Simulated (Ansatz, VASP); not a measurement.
## One calculation of Al, two programs

INCAR

```
SYSTEM = Al
PREC     = Accurate       ! precision mode
ENCUT    = 520            ! plane-wave cutoff, eV
EDIFF    = 1E-6           ! SCF threshold, eV
ISMEAR   = -1             ! smearing method
SIGMA    = 0.08           ! smearing width, eV
LREAL    = .FALSE.        ! projectors in reciprocal space
LASPH    = .TRUE.         ! aspherical terms in the spheres
NELM     = 80             ! most SCF steps
ALGO     = Normal         ! electronic algorithm
ISIF     = 2              ! what is computed and relaxed
LWAVE    = .FALSE.        ! write WAVECAR
LCHARG   = .FALSE.        ! write CHGCAR
GGA      = PE             ! functional
NBANDS   = 12             ! bands
```

KPOINTS

```
Automatic mesh
0
G
  8 8 11
  0 0 0
```

File POSCAR:

```
Al
1.0
    3.7899120555      0.0000000000      0.0000000000
   -1.8949560278      3.2821601182      0.0000000000
    0.0000000000      0.0000000000      2.2823490156
Al
3
Direct
    0.0000000000      0.0000000000      0.0000000000
    0.3333333333      0.6666666667      0.5000000000
    0.6666666667      0.3333333333      0.5000000000
```

Input for Ansatz:

```yaml
crystal:
  lattice:
    - [3.7899120555, 0.0, 0.0]
    - [-1.8949560278, 3.2821601182, 0.0]
    - [0.0, 0.0, 2.2823490156]
  atoms:
    - { symbol: Al, position: [0.0, 0.0, 0.0] }
    - { symbol: Al, position: [0.3333333333, 0.6666666667, 0.5] }
    - { symbol: Al, position: [0.6666666667, 0.3333333333, 0.5] }
kpoints:
  mp_grid: { grid: [8, 8, 11] }
scf:
  occupations: { method: fermi_dirac, width: 0.08 }
hamiltonian:
  xc: pbe
  pseudopotentials: { kind: all_electron, lapw: { basis_error: 0.001 } }
output:
  forces: true
  stress: true
  eigenvalues: true
  populations: true
```

Change from the starting cell: volume scaled by 0.55, LAPW.

Alike in both runs: task single point; functional PBE; k mesh 8 × 8 × 11; occupations fermi-dirac, width 0.08 eV; no spin polarisation.

```csv
,VASP,Ansatz
version,VASP 6.6.1,Ansatz 0.2.0
potentials or method,"VASP PAW PBE potentials, release 64 (Al), cutoff 520 eV","all-electron LAPW, scalar-relativistic"
```

VASP gave:

```
pressure (GPa) : 141.6
```

Q: Estimate Ansatz's values.

A: Pressure (GPa): 140.6.

Both programs put the cell under a high pressure, so it lies far from rest at this level. Ansatz ran all-electron here, and VASP with PAW potentials.

Noted on VASP's run: the cell as given lies far from equilibrium.
